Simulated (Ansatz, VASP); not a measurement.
TaNb3F2 in VASP and in Ansatz

The input INCAR:

```
  ALGO = Normal
  EDIFF = 1E-6
  ENCUT = 520
  GGA = PE
  ISIF = 2
  ISMEAR = 0
  LASPH = True
  LCHARG = False
  LREAL = False
  LWAVE = False
  NBANDS = 41
  NELM = 60
  PREC = Accurate
  SIGMA = 0.1
```

Contents of KPOINTS:

```
k-points
0
Gamma
  6 6 4
```

Contents of POSCAR:

```
TaNb3F2
1.0
    4.2793390700      0.0000000000      0.0000000000
   -2.1396695300      3.7060163500      0.0000000000
    0.0000000000      0.0000000000      6.6868522100
Ta Nb F
1 3 2
Direct
    0.0000000000      0.0000000000      0.0000000000
    0.3333333300      0.6666666700      0.5000000000
    0.6666666700      0.3333333300      0.5000000000
    0.0000000000      0.0000000000      0.5000000000
    0.0000000000      0.0000000000      0.7630829100
    0.0000000000      0.0000000000      0.2369170900
```

Input for Ansatz:

```yaml
crystal:
  lattice:
    - [4.27933907, 0.0, 0.0]
    - [-2.13966953, 3.70601635, 0.0]
    - [0.0, 0.0, 6.68685221]
  atoms:
    - { symbol: Ta, position: [0.0, 0.0, 0.0] }
    - { symbol: Nb, position: [0.33333333, 0.66666667, 0.5] }
    - { symbol: Nb, position: [0.66666667, 0.33333333, 0.5] }
    - { symbol: Nb, position: [0.0, 0.0, 0.5] }
    - { symbol: F, position: [0.0, 0.0, 0.76308291] }
    - { symbol: F, position: [0.0, 0.0, 0.23691709] }
basis:
  ecutwfc: 420
kpoints:
  mp_grid: { grid: [6, 6, 4] }
hamiltonian:
  xc: pbe
scf:
  occupations: { method: gaussian, width: 0.1 }
  lower_state_search: "off"
output:
  forces: true
  stress: true
  eigenvalues: true
```

Alike in both runs: task single point; functional PBE; k mesh 6 × 6 × 4; occupations gaussian, width 0.1 eV; no spin polarisation.

|  | VASP | Ansatz |
| --- | --- | --- |
| version | VASP 6.6.1 | Ansatz 0.2.0 |
| potentials or method | VASP PAW PBE potentials, release 64 (Ta_pv, Nb_sv, F), cutoff 520 eV | scalar-relativistic, plane waves, PAW |
| valence electrons in the cell | 64 | 66 |

Ansatz gave:

* gap on the k mesh at the Fermi level (eV): none
* rms of the force components (eV/Å): 2.960

Q: What did VASP give for the same quantities?

A: gap on the k mesh at the Fermi level (eV): none; rms of the force components (eV/Å): 3.184.

Atom by atom the forces differ by 0.224 eV/Å (rms over components). A gap of «none» marks a metal or a gap that the smearing closes. The functional is the same, so the differences come from potentials, cutoffs and numerics. VASP's potentials hold 64 valence electrons a cell and Ansatz's 66, so a difference there can come from the potentials and not from the codes.

Neither program's run includes spin-orbit coupling.
